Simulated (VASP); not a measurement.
**GaP: single point with PBE**

Crystal: GaP.

```xyz
4
Lattice="1.9430 1.1218 6.4308 -1.9430 1.1218 6.4308 0.0000 -2.2436 6.4308" Properties=species:S:1:pos:R:3 pbc="T T T"
Ga    0.0000    0.0000    8.3994
Ga    0.0000    0.0000   10.8930
P     0.0000    0.0000    1.1072
P     0.0000    0.0000   18.1853
```

| Item | Value |
| --- | --- |
| Program | VASP 6.6.1 |
| Task | single point |
| Functional | PBE |
| Potentials or basis | VASP PAW PBE potentials, release 64 (Ga_d, P) |
| Cutoff | 520 eV |
| k mesh | 12 × 12 × 12 |
| Occupations | methfessel-paxton, width 0.18 eV |
| Spin | no spin polarisation |

| Property | Result |
| --- | --- |
| Pressure | 0.0 GPa |
| Largest force | 0.056 eV/Å |
| Band gap on the k mesh | 0.84 eV (least direct gap 1.12 eV) |

Forces in eV/Å, atoms in the order of the input:
```
Ga   0.000  0.000  0.056
Ga   0.000  0.000 -0.056
P    0.000  0.000  0.010
P    0.000  0.000 -0.010
```

Stress tensor (GPa, compression positive):
```
-0.03  0.00  0.00
 0.00 -0.03  0.00
 0.00  0.00  0.09
```

Levels at points of the mesh, in eV from the valence-band top:
```csv
k point,band 15,band 16,band 17,band 18,band 19,band 20,band 21,band 22
"(0.00, 0.00, 0.00)",-1.79,-0.25,0.00,0.00,1.14,1.50,2.75,3.67
"(0.50, 0.00, 0.00)",-4.45,-2.82,-2.65,-1.73,1.63,2.72,3.63,4.49
"(0.50, 0.50, 0.00)",-3.78,-3.09,-1.20,-0.49,0.84,1.51,1.53,4.03
"(0.50, 0.50, 0.50)",-1.70,-1.70,-0.25,-0.25,1.13,2.36,3.86,3.86
```

Run time: 16 min on 1 thread of Intel(R) Xeon(R) Platinum 8488C (Sapphire Rapids), with other jobs on the host, peak memory 0.62 GiB.

A k mesh can miss the band edges.
